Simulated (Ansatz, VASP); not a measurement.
## FeGe: VASP beside Ansatz

```xyz
8
Lattice="4.4517 0.0000 0.0000 0.0000 4.4517 0.0000 0.0000 0.0000 4.4517" Properties=species:S:1:pos:R:3 pbc="T T T"
Fe    0.6127    0.6127    0.6127
Fe    1.6131    3.8390    2.8386
Fe    2.8386    1.6131    3.8390
Fe    3.8390    2.8386    1.6131
Ge    3.7397    3.7397    3.7397
Ge    2.9379    0.7120    1.5138
Ge    1.5138    2.9379    0.7120
Ge    0.7120    1.5138    2.9379
```

Alike in both runs: functional r2SCAN; k mesh 10 × 10 × 10; occupations gaussian, width 0.03 eV; no spin polarisation.

Ansatz relaxed the structure, and its values are those at the end. VASP's run is a single point on that final structure, the one shown.

|  | VASP | Ansatz |
| --- | --- | --- |
| version | VASP 6.6.1 | Ansatz 0.2.0 |
| potentials or method | VASP PAW PBE potentials, release 64 (Fe, Ge_d), cutoff 520 eV | scalar-relativistic, plane waves, PAW |
| valence electrons in the cell | 88 | 120 |

```csv
,VASP,Ansatz,Ansatz less VASP
gap on the k mesh at the Fermi level (eV),0.22,0.23,+0.007
least direct gap on the mesh (eV),0.25,0.25,+0.007
pressure (GPa),22.6,22.3,-0.38
rms of the force components (eV/Å),0.017,0.000,-0.0173
```

VASP's potentials were made for PBE, not for r2SCAN. The functional is the same, so the differences come from potentials, cutoffs and numerics. VASP's potentials hold 88 valence electrons a cell and Ansatz's 120, so a difference there can come from the potentials and not from the codes. Ansatz's warnings: stress scf threshold loose.
